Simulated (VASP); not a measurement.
Runs of VASP 6.6.1 on LiHF2. The structure is that of space group R-3m (No. 166), or close to it. The cells are those of the table. 

| cell | gap on the mesh (eV) | largest force (eV/Å) |
| --- | --- | --- |
| a = 4.700 Å, angles 35.8°, 4 atoms | 8.07 | 0.26 |
| a = 4.527 Å, angles 37.7°, 4 atoms | 8.33 | 1.06 |
| a = 4.537 Å, angles 38.2°, 4 atoms | 8.20 | 1.13 |
| a = 4.597 Å, angles 37.7°, 4 atoms | (a) | 0.65 |
| a = 4.769 Å, angles 35.8°, 4 atoms | 7.82 | (b) |

Alike in all rows: task single point; level LDA; potentials or basis VASP PAW LDA potentials, release 64 (Li_sv, H, F); no spin polarisation; k mesh 9 × 9 × 9; cutoff (eV) 520; smearing gaussian 0.05 eV.

Task: Fill in the values left out.

Result: (a) 8.09; (b) 0.52.

Caveats: forces of over 1 eV/Å act on the atoms, so gaps and moduli don't describe the material at rest (some runs).

A k mesh can miss the band edges.
